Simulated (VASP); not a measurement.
# Mn (Fd-3m) in VASP: a series of runs, part 2 of 2

VASP 6.6.1. Earlier steps stand in the parts before.

### Step 4. Single point, PBE

This run uses another cell than the first one, of 14.57 Å³/atom.

Input file INCAR:

```
PREC = Accurate
ENCUT = 520
EDIFF = 1E-6
ISMEAR = -1
SIGMA = 0.06122561905347299
LREAL = False
LASPH = True
NELM = 60
ALGO = Normal
ISIF = 2
LWAVE = False
LCHARG = False
GGA = PE
NBANDS = 20
```

Input file KPOINTS:

```
regular mesh
0
Gamma
  19 19 19
```

Input file POSCAR:

```
Mn
1.0
    0.0000000000      2.4425476391      2.4425476391
    2.4425476391      0.0000000000      2.4425476391
    2.4425476391      2.4425476391      0.0000000000
Mn
2
Direct
    0.0000000000      0.0000000000      0.0000000000
    0.2500000000      0.2500000000      0.2500000000
```

Potentials or basis: VASP PAW PBE potentials, release 64 (Mn_pv).

The run is started by

```sh
cat potpaw_PBE.64/Mn_pv/POTCAR > POTCAR
mpirun -np 1 vasp_std > vasp.out
```

OUTCAR:

```text
PREC = Accurate
   ENCUT = 520
   EDIFF = 1E-6
   ISMEAR = -1
   LREAL = False
   LASPH = True
   NELM = 60
   ISIF = 2
   GGA = PE

 ion  position               nearest neighbor table
   1  0.000  0.000  0.000-   2 2.12   2 2.12   2 2.12   2 2.12
   2  0.250  0.250  0.250-   1 2.12   1 2.12   1 2.12   1 2.12

  LATTYP: Found a face centered cubic cell.
 ALAT       =     4.8850952782

  Lattice vectors:

 A1 = (   0.0000000000,   2.4425476391,   2.4425476391)
 A2 = (   2.4425476391,   0.0000000000,   2.4425476391)
 A3 = (   2.4425476391,   2.4425476391,   0.0000000000)

Analysis of symmetry for initial positions (statically):
=====================================================================
 Subroutine PRICEL returns:
 Original cell was already a primitive cell.

 Routine SETGRP: Setting up the symmetry group for a
 face centered cubic supercell.

 Subroutine GETGRP returns: Found 48 space group operations
 (whereof 24 operations were pure point group operations)
 out of a pool of 48 trial point group operations.

The static configuration has the point symmetry T_d .
[... 153 lines left out ...]
 number of electron      26.0000003 magnetization

 Free energy of the ion-electron system (eV)
  ---------------------------------------------------
  ext. energy  EPLUGINS =         0.00000000
  ---------------------------------------------------
  free energy    TOTEN  =       -15.16194360 eV

  energy without entropy =      -15.14162417  energy(sigma->0) =      -15.15178388

 E-fermi :   6.4828     XC(G=0): -11.9077

 val. band max:        6.4741896444   @ k =  -0.2632   0.2632   0.0000
 cond. band min:       6.5017230938   @ k =  -0.4211   0.4737   0.0526
 fundamental gap:      0.0275334493
 Fermi energy:         6.4827654623

 k-point     1 :       0.0000    0.0000    0.0000
  band No.  band energies     occupation
      1     -41.4502      2.00000
      2     -41.4502      2.00000
      3     -41.4502      2.00000
      4     -40.6543      2.00000
      5     -40.6543      2.00000
      6     -40.6543      2.00000
[... 541 lines left out ...]
     19      17.8027      0.00000
     20      19.6282      0.00000

 [... further k-points ...]
[... 5 lines left out ...]
  --------------------------------------------------------------------------------------
  -------------------------------------------------------------------------------------
  Total        1.2924491      1.2924491      1.2924491     -0.0000000     -0.0000000      0.0000000
  in kB       71.0501328     71.0501328     71.0501328     -0.0000000     -0.0000000      0.0000000
  external PRESSURE =      71.0501328 kB  Pullay stress =       0.0000000 kB

 VOLUME and BASIS-vectors are now :
 -----------------------------------------------------------------------------
  energy-cutoff  :      520.00
  volume of cell :       29.14
      direct lattice vectors                 reciprocal lattice vectors
     0.000000000  2.442547639  2.442547639    -0.204704298  0.204704298  0.204704298
     2.442547639  0.000000000  2.442547639     0.204704298 -0.204704298  0.204704298
     2.442547639  2.442547639  0.000000000     0.204704298  0.204704298 -0.204704298

 POSITION                                       TOTAL-FORCE (eV/Angst)
 -----------------------------------------------------------------------------------
      0.00000      0.00000      0.00000         0.000000      0.000000      0.000000
      1.22127      1.22127      1.22127        -0.000000     -0.000000     -0.000000
 -----------------------------------------------------------------------------------
    total drift:                                0.000000      0.000000      0.000000

  FREE ENERGIE OF THE ION-ELECTRON SYSTEM (eV)
  ---------------------------------------------------
  free  energy   TOTEN  =       -15.1619436030 eV

  energy  without entropy=      -15.1416241667  energy(sigma->0) =      -15.15178388
```

OSZICAR:

```text
N       E                     dE             d eps       ncg     rms          rms(c)
DAV:   1     0.268032065307E+03    0.26803E+03   -0.15886E+04  8832   0.170E+03
DAV:   2    -0.585272696073E+01   -0.27388E+03   -0.26533E+03  8916   0.454E+02
DAV:   3    -0.164001884943E+02   -0.10547E+02   -0.10448E+02  9328   0.108E+02
DAV:   4    -0.165372344861E+02   -0.13705E+00   -0.13702E+00  9220   0.120E+01
DAV:   5    -0.165405854061E+02   -0.33509E-02   -0.33509E-02  9276   0.190E+00    0.125E+01
DAV:   6    -0.152688538212E+02    0.12717E+01   -0.88484E+00  9292   0.343E+01    0.244E+00
DAV:   7    -0.151707265438E+02    0.98127E-01   -0.56429E-01  9136   0.894E+00    0.159E+00
DAV:   8    -0.151619091776E+02    0.88174E-02   -0.15113E-02  9360   0.168E+00    0.120E-01
DAV:   9    -0.151619560525E+02   -0.46875E-04   -0.15621E-03  9152   0.486E-01    0.412E-02
DAV:  10    -0.151619402033E+02    0.15849E-04   -0.25745E-05  9172   0.572E-02    0.975E-03
DAV:  11    -0.151619431013E+02   -0.28981E-05   -0.24477E-06  8004   0.188E-02    0.136E-03
DAV:  12    -0.151619436030E+02   -0.50170E-06   -0.13761E-07  4612   0.493E-03
   1 F= -.15161944E+02 E0= -.15151784E+02  d E =-.203194E-01
```

stdout:

```text
POSCAR found type information on POSCAR Mn
 POSCAR found :  1 types and       2 ions
 scaLAPACK will be used
 LDA part: xc-table for (Slater+PW92), standard interpolation
 POSCAR, INCAR and KPOINTS ok, starting setup
 FFT: planning ... GRIDC
 FFT: planning ... GRID_SOFT
 FFT: planning ... GRID
 WAVECAR not read
 entering main loop
```

Run time: 47 s. Hardware: 1 thread of Intel Xeon 6975P-C (Granite Rapids), shared host; peak memory 0.23 GiB.

Results:

| Property | Result |
| --- | --- |
| Free energy | -15.1619 eV |
| Pressure | 7.1 GPa |
| Band gap on the k mesh | zero (bands 13 and 14 overlap by 0.65 eV) |

Levels at points of the mesh, in eV from the Fermi level:
| k point | band 11 | band 12 | band 13 | band 14 | band 15 | band 16 |
| --- | --- | --- | --- | --- | --- | --- |
| (0.00, 0.00, 0.00) | -1.77 | -1.77 | 0.45 | 0.45 | 0.45 | 2.38 |

Caveat: the cell stands under pressure; the run has no spin polarisation, though such a crystal can be magnetic. Spin polarisation is off, so any magnetic state and its effect on volume and gap are missing.

### Step 5. Single point, PBE

This run uses another cell than the first one, of 14.88 Å³/atom.

Input file INCAR:

```
SYSTEM = Mn
PREC     = Accurate       ! precision mode
ENCUT    = 520            ! plane-wave cutoff, eV
EDIFF    = 1E-6           ! SCF threshold, eV
ISMEAR   = -1             ! smearing method
SIGMA    = 0.06122561905347299 ! smearing width, eV
LREAL    = .False.        ! projectors in reciprocal space
LASPH    = .True.         ! aspherical terms in the spheres
NELM     = 80             ! most SCF steps
ALGO     = Normal         ! electronic algorithm
ISIF     = 2              ! what is computed and relaxed
LWAVE    = .False.        ! write WAVECAR
LCHARG   = .False.        ! write CHGCAR
GGA      = PE             ! functional
NBANDS   = 20             ! bands
```

Input file KPOINTS:

```
Automatic mesh
0
Gamma
  19 19 19
  0 0 0
```

Input file POSCAR:

```
Mn
1.0
    0.0000000000      2.4593933276      2.4593933276
    2.4593933276      0.0000000000      2.4593933276
    2.4593933276      2.4593933276      0.0000000000
Mn
2
Direct
    0.0000000000      0.0000000000      0.0000000000
    0.2500000000      0.2500000000      0.2500000000
```

Potentials or basis: VASP PAW PBE potentials, release 64 (Mn_pv).

The run is started by

```sh
cat potpaw_PBE.64/Mn_pv/POTCAR > POTCAR
mpirun -np 1 vasp_std > vasp.out
```

OUTCAR:

```text
SYSTEM = Mn
   PREC = Accurate
   ENCUT = 520
   EDIFF = 1E-6
   ISMEAR = -1
   LREAL = .False.
   LASPH = .True.
   NELM = 80
   ISIF = 2
   GGA = PE

 ion  position               nearest neighbor table
   1  0.000  0.000  0.000-   2 2.13   2 2.13   2 2.13   2 2.13
   2  0.250  0.250  0.250-   1 2.13   1 2.13   1 2.13   1 2.13

  LATTYP: Found a face centered cubic cell.
 ALAT       =     4.9187866552

  Lattice vectors:

 A1 = (   0.0000000000,   2.4593933276,   2.4593933276)
 A2 = (   2.4593933276,   0.0000000000,   2.4593933276)
 A3 = (   2.4593933276,   2.4593933276,   0.0000000000)

Analysis of symmetry for initial positions (statically):
=====================================================================
 Subroutine PRICEL returns:
 Original cell was already a primitive cell.

 Routine SETGRP: Setting up the symmetry group for a
 face centered cubic supercell.

 Subroutine GETGRP returns: Found 48 space group operations
 (whereof 24 operations were pure point group operations)
 out of a pool of 48 trial point group operations.

[... 152 lines left out ...]
   NGX = 13   NGY = 13   NGZ = 13

 number of electron      25.9999979 magnetization

 Free energy of the ion-electron system (eV)
  ---------------------------------------------------
  ext. energy  EPLUGINS =         0.00000000
  ---------------------------------------------------
  free energy    TOTEN  =       -15.18231380 eV

  energy without entropy =      -15.16188272  energy(sigma->0) =      -15.17209826

 E-fermi :   6.2588     XC(G=0): -11.7986

 val. band max:        6.2564656380   @ k =  -0.2632   0.2632   0.0000
 cond. band min:       6.2832769563   @ k =  -0.3684   0.4737   0.1579
 fundamental gap:      0.0268113183
 Fermi energy:         6.2588397635

 k-point     1 :       0.0000    0.0000    0.0000
  band No.  band energies     occupation
      1     -41.6507      2.00000
      2     -41.6507      2.00000
      3     -41.6507      2.00000
      4     -40.8969      2.00000
      5     -40.8969      2.00000
      6     -40.8969      2.00000
[... 541 lines left out ...]
     19      17.3869      0.00000
     20      19.1638      0.00000

 [... further k-points ...]
[... 5 lines left out ...]
  --------------------------------------------------------------------------------------
  -------------------------------------------------------------------------------------
  Total        0.6723190      0.6723190      0.6723190     -0.0000000      0.0000000      0.0000000
  in kB       36.2052870     36.2052870     36.2052870     -0.0000000      0.0000000      0.0000000
  external PRESSURE =      36.2052870 kB  Pullay stress =       0.0000000 kB

 VOLUME and BASIS-vectors are now :
 -----------------------------------------------------------------------------
  energy-cutoff  :      520.00
  volume of cell :       29.75
      direct lattice vectors                 reciprocal lattice vectors
     0.000000000  2.459393328  2.459393328    -0.203302170  0.203302170  0.203302170
     2.459393328  0.000000000  2.459393328     0.203302170 -0.203302170  0.203302170
     2.459393328  2.459393328  0.000000000     0.203302170  0.203302170 -0.203302170

 POSITION                                       TOTAL-FORCE (eV/Angst)
 -----------------------------------------------------------------------------------
      0.00000      0.00000      0.00000         0.000000      0.000000      0.000000
      1.22970      1.22970      1.22970        -0.000000     -0.000000     -0.000000
 -----------------------------------------------------------------------------------
    total drift:                                0.000000      0.000000      0.000000

  FREE ENERGIE OF THE ION-ELECTRON SYSTEM (eV)
  ---------------------------------------------------
  free  energy   TOTEN  =       -15.1823138031 eV

  energy  without entropy=      -15.1618827216  energy(sigma->0) =      -15.17209826
```

OSZICAR:

```text
N       E                     dE             d eps       ncg     rms          rms(c)
DAV:   1     0.269947135795E+03    0.26995E+03   -0.15857E+04  8816   0.169E+03
DAV:   2    -0.592717703905E+01   -0.27587E+03   -0.26759E+03  8900   0.455E+02
DAV:   3    -0.164708788704E+02   -0.10544E+02   -0.10446E+02  9288   0.108E+02
DAV:   4    -0.166088398401E+02   -0.13796E+00   -0.13795E+00  9248   0.120E+01
DAV:   5    -0.166122871623E+02   -0.34473E-02   -0.34473E-02  9324   0.192E+00    0.124E+01
DAV:   6    -0.153026164610E+02    0.13097E+01   -0.94478E+00  9280   0.352E+01    0.259E+00
DAV:   7    -0.151910769385E+02    0.11154E+00   -0.64085E-01  9112   0.945E+00    0.157E+00
DAV:   8    -0.151822850051E+02    0.87919E-02   -0.15975E-02  9332   0.171E+00    0.127E-01
DAV:   9    -0.151823259883E+02   -0.40983E-04   -0.16905E-03  9168   0.496E-01    0.411E-02
DAV:  10    -0.151823102109E+02    0.15777E-04   -0.28135E-05  9172   0.600E-02    0.100E-02
DAV:  11    -0.151823132177E+02   -0.30067E-05   -0.24288E-06  7904   0.187E-02    0.150E-03
DAV:  12    -0.151823138031E+02   -0.58541E-06   -0.14949E-07  4680   0.513E-03
   1 F= -.15182314E+02 E0= -.15172098E+02  d E =-.204311E-01
```

It took 48 s on 1 thread of Intel Xeon 6975P-C (Granite Rapids), shared host; peak memory 0.23 GiB.

What came out:

- Free energy: -15.1823 eV
- Pressure: 3.6 GPa
- Band gap on the k mesh: zero (bands 13 and 14 overlap by 0.64 eV)

Levels at points of the mesh, in eV from the Fermi level:
| k point | band 11 | band 12 | band 13 | band 14 | band 15 | band 16 |
| --- | --- | --- | --- | --- | --- | --- |
| (0.00, 0.00, 0.00) | -1.73 | -1.73 | 0.44 | 0.44 | 0.44 | 2.32 |

Caveat: the cell stands under pressure; the run has no spin polarisation, though such a crystal can be magnetic. Spin polarisation is off, so any magnetic state and its effect on volume and gap are missing.

### Step 6. The runs side by side

| cell | gap on the mesh (eV) | pressure (GPa) |
| --- | --- | --- |
| a = 3.430 Å, angles 60.0°, 2 atoms | none | 11.0 |
| a = 3.454 Å, angles 60.0°, 2 atoms | none | 7.1 |
| a = 3.478 Å, angles 60.0°, 2 atoms | none | 3.6 |

Alike in all rows: task single point; level PBE; potentials or basis VASP PAW PBE potentials, release 64 (Mn_pv); no spin polarisation; k mesh 19 × 19 × 19; cutoff (eV) 520; smearing fermi-dirac 0.0612256 eV.

Caveats: the cell stands under pressure; the run has no spin polarisation, though such a crystal can be magnetic.

Absolute energies hang on the potentials; compare differences alone.
